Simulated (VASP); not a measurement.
# In2C (P4_2/nmc) in VASP: a series of runs

Runs on In2C. Level: PBE. Tasks: single point.

Everything below comes from runs of VASP 6.6.1. Logs are shortened: lines on timing, memory, paths and dates and some standing lists are left out, and cuts for length are marked.

**1. The cell of the first run**

The structure is tetragonal, space group P4_2/nmc (No. 137). The conventional cell has a = 3.440 Å, b = 3.440 Å, c = 11.226 Å, α = 90.00°, β = 90.00°, γ = 90.00°. Within 2.9 Å of In (site symmetry 2mm) lie 2 C at 2.21 Å. C (site symmetry -4m2) has 4 In at 2.21 Å within 2.9 Å.

**2. Single point, PBE**

Input file INCAR:

```
SYSTEM = In2C
  PREC = Accurate
  ENCUT = 520
  EDIFF = 1E-6
  ISMEAR = 0
  SIGMA = 0.1
  LREAL = .False.
  LASPH = .True.
  NELM = 100
  ALGO = Normal
  ISIF = 2
  LWAVE = .False.
  LCHARG = .False.
  GGA = PE
  NBANDS = 39
```

Input file KPOINTS:

```
regular mesh
0
Gamma
  6 6 2
  0 0 0
```

Input file POSCAR:

```
In2C
1.0
    3.4400404000      0.0000000000      0.0000000000
    0.0000000000      3.4400404000      0.0000000000
    0.0000000000      0.0000000000     11.2260404400
In C
4 2
Direct
    0.0000000000      0.5000000000      0.8765436400
    0.0000000000      0.5000000000      0.3765436400
    0.5000000000      0.0000000000      0.6234563600
    0.5000000000      0.0000000000      0.1234563600
    0.0000000000      0.0000000000      0.5000000000
    0.5000000000      0.5000000000      0.0000000000
```

Potentials or basis: VASP PAW PBE potentials, release 64 (In_d, C).

Command:

```sh
cat potpaw_PBE.64/In_d/POTCAR potpaw_PBE.64/C/POTCAR > POTCAR
mpirun -np 1 vasp_std > vasp.out
```

OUTCAR:

```text
SYSTEM = In2C
   PREC = Accurate
   ENCUT = 520
   EDIFF = 1E-6
   ISMEAR = 0
   LREAL = .False.
   LASPH = .True.
   NELM = 100
   ISIF = 2
   GGA = PE

 ion  position               nearest neighbor table
   1  0.000  0.500  0.877-   6 2.21   6 2.21   4 3.69   4 3.69   4 3.69   4 3.69   3 3.74   3 3.74
                             3 3.74   3 3.74
   2  0.000  0.500  0.377-   5 2.21   5 2.21   3 3.69   3 3.69   3 3.69   3 3.69   4 3.74   4 3.74
                             4 3.74   4 3.74
   3  0.500  0.000  0.623-   5 2.21   5 2.21   2 3.69   2 3.69   2 3.69   2 3.69   1 3.74   1 3.74
                             1 3.74   1 3.74
   4  0.500  0.000  0.123-   6 2.21   6 2.21   1 3.69   1 3.69   1 3.69   1 3.69   2 3.74   2 3.74
                             2 3.74   2 3.74
   5  0.000  0.000  0.500-   2 2.21   3 2.21   2 2.21   3 2.21
   6  0.500  0.500  0.000-   1 2.21   4 2.21   4 2.21   1 2.21

  LATTYP: Found a simple tetragonal cell.
 ALAT       =     3.4400404000
 C/A-ratio  =     3.2633455235

  Lattice vectors:

 A1 = (   3.4400404000,   0.0000000000,   0.0000000000)
 A2 = (   0.0000000000,   3.4400404000,   0.0000000000)
 A3 = (   0.0000000000,   0.0000000000,  11.2260404400)

Analysis of symmetry for initial positions (statically):
=====================================================================
 Subroutine PRICEL returns:
 Original cell was already a primitive cell.

 Routine SETGRP: Setting up the symmetry group for a
 simple tetragonal supercell.

 Subroutine GETGRP returns: Found 16 space group operations
 (whereof  8 operations were pure point group operations)
 out of a pool of 16 trial point group operations.

The static configuration has the point symmetry D_2d.
 The point group associated with its full space group is D_4h.

Analysis of symmetry for dynamics (positions and initial velocities):
=====================================================================
 Subroutine PRICEL returns:
 Original cell was already a primitive cell.

 Routine SETGRP: Setting up the symmetry group for a
 simple tetragonal supercell.

 Subroutine GETGRP returns: Found 16 space group operations
 (whereof  8 operations were pure point group operations)
 out of a pool of 16 trial point group operations.

The dynamic configuration has the point symmetry D_2d.
 The point group associated with its full space group is D_4h.

 Subroutine INISYM returns: Found 16 space group operations
 (whereof  8 operations are pure point group operations),
 and found     1 'primitive' translations

[... 102 lines left out ...]
   NFREE  =      0    steps in history (QN), initial steepest desc. (CG)
   ISIF   =      2    stress and relaxation
   ISYM   =      2    0-nonsym 1-usesym 2-fastsym
   POTIM  = 0.5000    time-step for ionic-motion
   TEBEG  =    0.0;   TEEND  =   0.0 temperature during run
   PSTRESS=    0.0 pullay stress
   NELECT =      60.0000    total number of electrons
   NUPDOWN=      -1.0000    fix difference up-down
   EMIN   =  10.00;   EMAX   =-10.00  energy-range for DOS
   EFERMI =   0.00;   METHOD = LEGACY
   ISMEAR =     0;   SIGMA  =   0.10  broadening in eV -4-tet -1-fermi 0-gaus
   EFERMI_NEDOS =   21; number of points for ismear=-14 and -15
   IALGO  =     38    algorithm
   IMIX   =      4    mixing-type and parameters
     AMIX     =   0.40;   BMIX     =  1.00
     AMIX_MAG =   1.60;   BMIX_MAG =  1.00
  volume/ion in A,a.u.               =      22.14       149.42
  Fermi-wavevector in a.u.,A,eV,Ry     =   1.256051  2.373593 21.465431  1.577665
  Thomas-Fermi vector in A             =   2.389778
   LORBIT       =      0    0 simple, 1 ext, 2 COOP (PROOUT), +10 PAW based schemes
   GGA     = PE    functional components
   LHFCALC =     F    Hartree Fock is set to
   AEXX    =    0.0000 exact exchange contribution
   IVDW    =     0    specifies the selected vdW correction
   LEPSILON=     F    determine dielectric tensor
   LRPA    =     F    only Hartree local field effects (RPA)
 non-spin polarized calculation
 Gauss-broadening in eV      SIGMA  =   0.10
  energy-cutoff  :      520.00
  volume of cell :      132.85
 maximum number of plane-waves:      3624
 NGX is ok and might be reduce to    28
   NGX = 13   NGY = 13   NGZ = 41

 number of electron      59.9999995 magnetization

 Free energy of the ion-electron system (eV)
  ---------------------------------------------------
  ext. energy  EPLUGINS =         0.00000000
  ---------------------------------------------------
  free energy    TOTEN  =       -21.88627517 eV

  energy without entropy =      -21.86998759  energy(sigma->0) =      -21.87813138

 E-fermi :   5.6626     XC(G=0):  -9.8457

 val. band max:        5.5970634087   @ k =   0.1667   0.0000   0.0000
 cond. band min:       5.6654685370   @ k =   0.5000   0.3333   0.0000
 fundamental gap:      0.0684051283
 Fermi energy:         5.6626226341

 k-point     1 :       0.0000    0.0000    0.0000
  band No.  band energies     occupation
      1      -8.8554      2.00000
      2      -8.8339      2.00000
      3      -8.6496      2.00000
      4      -8.6201      2.00000
      5      -8.4562      2.00000
      6      -8.4562      2.00000
[... 829 lines left out ...]
     38      10.8675      0.00000
     39      11.5428      0.00000

------------------------ aborting loop because EDIFF is reached ----------------------------------------

  FORCE on cell =-STRESS in cart. coord.  units (eV):
  Direction    XX          YY          ZZ          XY          YZ          ZX
  --------------------------------------------------------------------------------------
  -------------------------------------------------------------------------------------
  Total        2.1311515      2.1311515     -3.9409566      0.0000000      0.0000000      0.0000000
  in kB       25.7022548     25.7022548    -47.5289856      0.0000000      0.0000000      0.0000000
  external PRESSURE =       1.2918413 kB  Pullay stress =       0.0000000 kB

 VOLUME and BASIS-vectors are now :
 -----------------------------------------------------------------------------
  energy-cutoff  :      520.00
  volume of cell :      132.85
      direct lattice vectors                 reciprocal lattice vectors
     3.440040400  0.000000000  0.000000000     0.290694260  0.000000000  0.000000000
     0.000000000  3.440040400  0.000000000     0.000000000  0.290694260  0.000000000
     0.000000000  0.000000000 11.226040440     0.000000000  0.000000000  0.089078603

 POSITION                                       TOTAL-FORCE (eV/Angst)
 -----------------------------------------------------------------------------------
      0.00000      1.72002      9.84011        -0.000000      0.000000     -0.373502
      0.00000      1.72002      4.22709        -0.000000      0.000000     -0.373502
      1.72002      0.00000      6.99895         0.000000      0.000000      0.373502
      1.72002      0.00000      1.38593        -0.000000      0.000000      0.373502
      0.00000      0.00000      5.61302        -0.000000     -0.000000      0.000000
      1.72002      1.72002      0.00000        -0.000000      0.000000      0.000000
 -----------------------------------------------------------------------------------
    total drift:                                0.000000      0.000000      0.000000

  FREE ENERGIE OF THE ION-ELECTRON SYSTEM (eV)
  ---------------------------------------------------
  free  energy   TOTEN  =       -21.8862751680 eV

  energy  without entropy=      -21.8699875943  energy(sigma->0) =      -21.87813138
```

Wall time 2.1 min (1 thread of Intel Xeon 6975P-C, shared host); peak memory 0.28 GiB.

Results:

* Free energy: -21.8863 eV
* Pressure: 0.1 GPa
* Largest force: 0.374 eV/Å
* Band gap on the k mesh: zero (band 30 reaches 5.97 eV, above the bottom of band 31 at 5.28 eV)

Forces on the atoms (eV/Å):
```
In   0.000  0.000 -0.374
In   0.000  0.000 -0.374
In   0.000  0.000  0.374
In   0.000  0.000  0.374
C    0.000  0.000  0.000
C    0.000  0.000  0.000
```

Stress tensor (GPa, compression positive):
```
 2.57  0.00  0.00
 0.00  2.57  0.00
 0.00  0.00 -4.75
```

Caveat: spin-orbit coupling is left out, which moves the levels of the heavy elements.

**3. Single point, PBE**

This run uses another cell than the first one, of 20.86 Å³/atom, 0.942 times its volume.

Input file INCAR:

```
SYSTEM = In2C
ALGO = Normal ; EDIFF = 1E-7
ENCUT = 520 ; GGA = PE
ISIF = 2 ; ISMEAR = 0
LASPH = .TRUE. ; LCHARG = .TRUE.
LELF = .TRUE. ; LREAL = .FALSE.
LVHAR = .TRUE. ; LWAVE = .FALSE.
NBANDS = 39 ; NELM = 100
PREC = Accurate ; SIGMA = 0.1
```

Input file KPOINTS:

```
k-points
0
G
  12 12 4
  0 0 0
```

Input file POSCAR:

```
In2C
1.0
    3.7516188767      0.0000000000      0.0000000000
    0.0000000000      3.7516188767      0.0000000000
    0.0000000000      0.0000000000      8.8908742866
In C
4 2
Direct
    0.0000000000      0.5000000000      0.8641723417
    0.0000000000      0.5000000000      0.3641723417
    0.5000000000      0.0000000000      0.6358276583
    0.5000000000      0.0000000000      0.1358276583
    0.0000000000      0.0000000000      0.5000000000
    0.5000000000      0.5000000000      0.0000000000
```

Potentials or basis: VASP PAW PBE potentials, release 64 (In_d, C).

Command:

```sh
cat potpaw_PBE.64/In_d/POTCAR potpaw_PBE.64/C/POTCAR > POTCAR
mpirun -np 1 vasp_std > vasp.out
```

OUTCAR:

```text
SYSTEM = In2C
   EDIFF = 1E-7
   ENCUT = 520
   GGA = PE
   ISIF = 2
   ISMEAR = 0
   LASPH = .TRUE.
   LREAL = .FALSE.
   NELM = 100
   PREC = Accurate

 ion  position               nearest neighbor table
   1  0.000  0.500  0.864-   6 2.23   6 2.23   3 3.34   3 3.34   3 3.34   3 3.34   4 3.59   4 3.59
                             4 3.59   4 3.59
   2  0.000  0.500  0.364-   5 2.23   5 2.23   4 3.34   4 3.34   4 3.34   4 3.34   3 3.59   3 3.59
                             3 3.59   3 3.59
   3  0.500  0.000  0.636-   5 2.23   5 2.23   1 3.34   1 3.34   1 3.34   1 3.34   2 3.59   2 3.59
                             2 3.59   2 3.59
   4  0.500  0.000  0.136-   6 2.23   6 2.23   2 3.34   2 3.34   2 3.34   2 3.34   1 3.59   1 3.59
                             1 3.59   1 3.59
   5  0.000  0.000  0.500-   2 2.23   3 2.23   2 2.23   3 2.23
   6  0.500  0.500  0.000-   1 2.23   4 2.23   4 2.23   1 2.23

  LATTYP: Found a simple tetragonal cell.
 ALAT       =     3.7516188767
 C/A-ratio  =     2.3698767329

  Lattice vectors:

 A1 = (   3.7516188767,   0.0000000000,   0.0000000000)
 A2 = (   0.0000000000,   3.7516188767,   0.0000000000)
 A3 = (   0.0000000000,   0.0000000000,   8.8908742866)

Analysis of symmetry for initial positions (statically):
=====================================================================
 Subroutine PRICEL returns:
 Original cell was already a primitive cell.

 Routine SETGRP: Setting up the symmetry group for a
 simple tetragonal supercell.

 Subroutine GETGRP returns: Found 16 space group operations
 (whereof  8 operations were pure point group operations)
 out of a pool of 16 trial point group operations.

The static configuration has the point symmetry D_2d.
 The point group associated with its full space group is D_4h.

Analysis of symmetry for dynamics (positions and initial velocities):
=====================================================================
 Subroutine PRICEL returns:
 Original cell was already a primitive cell.

 Routine SETGRP: Setting up the symmetry group for a
 simple tetragonal supercell.

 Subroutine GETGRP returns: Found 16 space group operations
 (whereof  8 operations were pure point group operations)
 out of a pool of 16 trial point group operations.

The dynamic configuration has the point symmetry D_2d.
 The point group associated with its full space group is D_4h.

 Subroutine INISYM returns: Found 16 space group operations
 (whereof  8 operations are pure point group operations),
 and found     1 'primitive' translations

----------------------------------------------------------------------------------------

                                     Primitive cell

  volume of cell :     125.1359

  direct lattice vectors                    reciprocal lattice vectors
     3.751618877  0.000000000  0.000000000     0.266551596  0.000000000  0.000000000
     0.000000000  3.751618877  0.000000000     0.000000000  0.266551596  0.000000000
     0.000000000  0.000000000  8.890874287     0.000000000  0.000000000  0.112474878

  length of vectors
     3.751618877  3.751618877  8.890874287     0.266551596  0.266551596  0.112474878

  position of ions in fractional coordinates (direct lattice)
     0.000000000  0.500000000  0.864172342
     0.000000000  0.500000000  0.364172342
     0.500000000  0.000000000  0.635827658
     0.500000000  0.000000000  0.135827658
[... 35 lines left out ...]

 Found     84 irreducible k-points:

 Following reciprocal coordinates:
            Coordinates               Weight
  0.000000  0.000000  0.000000      1.000000
  0.083333  0.000000  0.000000      4.000000
  0.166667  0.000000  0.000000      4.000000
  0.250000  0.000000  0.000000      4.000000
  0.333333  0.000000  0.000000      4.000000
  0.416667  0.000000  0.000000      4.000000
[... 16 lines left out ...]
  0.333333  0.333333  0.000000      4.000000
  0.416667  0.333333  0.000000      8.000000
 [... further k-points ...]
   k-points           NKPTS =     84   k-points in BZ     NKDIM =     84   number of bands    NBANDS=     39
   number of dos      NEDOS =    301   number of ions     NIONS =      6
   total plane-waves  NPLWV =  54880
   dimension x,y,z NGX =    28 NGY =   28 NGZ =   70
   dimension x,y,z NGXF=    56 NGYF=   56 NGZF=  140
   ions per type =               4   2
   NGX,Y,Z   is equivalent  to a cutoff of  12.41, 12.41, 13.09 a.u.
   NGXF,Y,Z  is equivalent  to a cutoff of  24.82, 24.82, 26.18 a.u.
 SYSTEM =  In2C
   PREC   = accura    normal or accurate (medium, high low for compatibility)
   ISTART =      0    job   : 0-new  1-cont  2-samecut
   ICHARG =      2    charge: 1-file 2-atom 10-const
   ISPIN  =      1    spin polarized calculation?
   LNONCOLLINEAR =      F non collinear calculations
   LSORBIT =      F    spin-orbit coupling
   LASPH  =      T    aspherical Exc in radial PAW
   ENCUT  =  520.0 eV  38.22 Ry    6.18 a.u.   6.98  6.98 16.53*2*pi/ulx,y,z
   NELM   =    100;   NELMIN=  2; NELMDL= -5     # of ELM steps
   EDIFF  = 0.1E-06   stopping-criterion for ELM
   LREAL  =      F    real-space projection
   EDIFFG = 0.1E-05   stopping-criterion for IOM
   NSW    =      0    number of steps for IOM
   IBRION =     -1    ionic relax: 0-MD 1-quasi-New 2-CG
   NFREE  =      0    steps in history (QN), initial steepest desc. (CG)
   ISIF   =      2    stress and relaxation
   ISYM   =      2    0-nonsym 1-usesym 2-fastsym
   POTIM  = 0.5000    time-step for ionic-motion
   TEBEG  =    0.0;   TEEND  =   0.0 temperature during run
   PSTRESS=    0.0 pullay stress
   NELECT =      60.0000    total number of electrons
   NUPDOWN=      -1.0000    fix difference up-down
   EMIN   =  10.00;   EMAX   =-10.00  energy-range for DOS
   EFERMI =   0.00;   METHOD = LEGACY
   ISMEAR =     0;   SIGMA  =   0.10  broadening in eV -4-tet -1-fermi 0-gaus
   EFERMI_NEDOS =   21; number of points for ismear=-14 and -15
   IALGO  =     38    algorithm
   IMIX   =      4    mixing-type and parameters
     AMIX     =   0.40;   BMIX     =  1.00
     AMIX_MAG =   1.60;   BMIX_MAG =  1.00
  volume/ion in A,a.u.               =      20.86       140.74
  Fermi-wavevector in a.u.,A,eV,Ry     =   1.281341  2.421383 22.338507  1.641834
  Thomas-Fermi vector in A             =   2.413716
   LORBIT       =      0    0 simple, 1 ext, 2 COOP (PROOUT), +10 PAW based schemes
   GGA     = PE    functional components
   LHFCALC =     F    Hartree Fock is set to
   AEXX    =    0.0000 exact exchange contribution
   IVDW    =     0    specifies the selected vdW correction
   LEPSILON=     F    determine dielectric tensor
   LRPA    =     F    only Hartree local field effects (RPA)
 non-spin polarized calculation
 Gauss-broadening in eV      SIGMA  =   0.10
  energy-cutoff  :      520.00
  volume of cell :      125.14
 maximum number of plane-waves:      3398
 NGX is ok and might be reduce to    28
   NGX = 13   NGY = 13   NGZ = 33

 number of electron      60.0000023 magnetization

 Free energy of the ion-electron system (eV)
  ---------------------------------------------------
  ext. energy  EPLUGINS =         0.00000000
  ---------------------------------------------------
  free energy    TOTEN  =       -22.67225015 eV

  energy without entropy =      -22.66301564  energy(sigma->0) =      -22.66763290

 E-fermi :   6.6265     XC(G=0): -10.1496

 val. band max:        6.5511289056   @ k =   0.5000   0.2500   0.0000
 cond. band min:       6.6343804152   @ k =   0.4167   0.2500   0.0000
 fundamental gap:      0.0832515096
 Fermi energy:         6.6264925948

 k-point     1 :       0.0000    0.0000    0.0000
  band No.  band energies     occupation
      1      -8.2061      2.00000
      2      -8.0846      2.00000
      3      -7.9550      2.00000
      4      -7.9214      2.00000
      5      -7.9214      2.00000
      6      -7.8785      2.00000
[... 997 lines left out ...]
     38      12.6260      0.00000
     39      13.8021      0.00000

 [... further k-points ...]
[... 5 lines left out ...]
  --------------------------------------------------------------------------------------
  -------------------------------------------------------------------------------------
  Total        0.0673899      0.0673899      0.0018943      0.0000000      0.0000000      0.0000000
  in kB        0.8628260      0.8628260      0.0242536      0.0000000      0.0000000      0.0000000
  external PRESSURE =       0.5833019 kB  Pullay stress =       0.0000000 kB

 VOLUME and BASIS-vectors are now :
 -----------------------------------------------------------------------------
  energy-cutoff  :      520.00
  volume of cell :      125.14
      direct lattice vectors                 reciprocal lattice vectors
     3.751618877  0.000000000  0.000000000     0.266551596  0.000000000  0.000000000
     0.000000000  3.751618877  0.000000000     0.000000000  0.266551596  0.000000000
     0.000000000  0.000000000  8.890874287     0.000000000  0.000000000  0.112474878

 POSITION                                       TOTAL-FORCE (eV/Angst)
 -----------------------------------------------------------------------------------
      0.00000      1.87581      7.68325         0.000000      0.000000     -0.008193
      0.00000      1.87581      3.23781         0.000000      0.000000     -0.008193
      1.87581      0.00000      5.65306        -0.000000      0.000000      0.008193
      1.87581      0.00000      1.20763        -0.000000      0.000000      0.008193
      0.00000      0.00000      4.44544         0.000000     -0.000000      0.000000
      1.87581      1.87581      0.00000         0.000000      0.000000      0.000000
 -----------------------------------------------------------------------------------
    total drift:                                0.000000      0.000000      0.000000

  FREE ENERGIE OF THE ION-ELECTRON SYSTEM (eV)
  ---------------------------------------------------
  free  energy   TOTEN  =       -22.6722501535 eV

  energy  without entropy=      -22.6630156386  energy(sigma->0) =      -22.66763290
```

Wall time 8.1 min (1 thread of Intel Xeon 6975P-C, shared host); peak memory 0.43 GiB.

Results:

- Free energy: -22.6723 eV
- Pressure: 0.1 GPa
- Largest force: 0.008 eV/Å
- Band gap on the k mesh: zero (band 30 reaches 7.71 eV, above the bottom of band 31 at 5.91 eV)

Forces in eV/Å, atoms in the order of the input:
```
In   0.000  0.000 -0.008
In   0.000  0.000 -0.008
In   0.000  0.000  0.008
In   0.000  0.000  0.008
C    0.000  0.000  0.000
C    0.000  0.000  0.000
```

Stress tensor (GPa, compression positive):
```
0.09 0.00 0.00
0.00 0.09 0.00
0.00 0.00 0.00
```

Caveat: spin-orbit coupling is left out, which moves the levels of the heavy elements.
